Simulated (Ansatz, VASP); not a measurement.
## Two plane-wave programs on TaN

Contents of INCAR:

```
SYSTEM = TaN
ALGO = Normal ; EDIFF = 1E-7
EDIFFG = -0.05 ; ENCUT = 600
GGA = PE ; GGA_COMPAT = .False.
IBRION = 2 ; ISIF = 3
ISMEAR = 0 ; LASPH = .True.
LCHARG = .False. ; LREAL = .False.
LWAVE = .False. ; NELM = 120
NELMIN = 4 ; NSW = 100
PREC = Accurate ; SIGMA = 0.1
```

File KPOINTS:

```
k-points
0
Gamma
  8 8 8
  0 0 0
```

Contents of POSCAR:

```
TaN
1.0
    0.0000000000      2.1790000000      2.1790000000
    2.1790000000      0.0000000000      2.1790000000
    2.1790000000      2.1790000000      0.0000000000
Ta N
1 1
Direct
    0.5000000000      0.5000000000      0.5000000000
    0.0000000000      0.0000000000      0.0000000000
```

Input for Ansatz:

```yaml
crystal:
  lattice:
    - [0.0, 2.179, 2.179]
    - [2.179, 0.0, 2.179]
    - [2.179, 2.179, 0.0]
  atoms:
    - { symbol: Ta, position: [0.5, 0.5, 0.5] }
    - { symbol: "N", position: [0.0, 0.0, 0.0] }
basis:
  ecutwfc: 420
kpoints:
  mp_grid: { grid: [8, 8, 8] }
hamiltonian:
  xc: pbe
  pseudopotentials: { kind: paw, azcp: { folder: soft_1 } }
scf:
  occupations: { method: gaussian, width: 0.1 }
output:
  forces: true
  stress: true
  eigenvalues: true
relax:
  adjacent_minimum: "off"
  f_tol: 0.05
  max_steps: 80
  cell: { stress_tol: 0.5 }
```

Alike in both runs: task relaxation of cell and atoms; functional PBE; k mesh 8 × 8 × 8; occupations gaussian, width 0.1 eV; no spin polarisation.

```csv
,VASP,Ansatz
version,VASP 6.6.1,Ansatz 0.2.0
potentials or method,"VASP PAW PBE potentials, release 64 (Ta_pv, N), cutoff 600 eV","scalar-relativistic, plane waves, PAW"
valence electrons in the cell,16,18
```

```csv
,VASP,Ansatz,Ansatz less VASP
"gap on the k mesh at the Fermi level, each at its own relaxed structure (eV)",none,none,-
relaxed volume (Å³/atom),10.82,10.78,-0.041
relaxed cell length with the largest relative difference (Å),3.128,3.124,-0.0040
```

A gap of «none» marks a metal or a gap that the smearing closes. VASP's potentials hold 16 valence electrons a cell and Ansatz's 18, so a difference there can come from the potentials and not from the codes.

Neither program's run includes spin-orbit coupling.
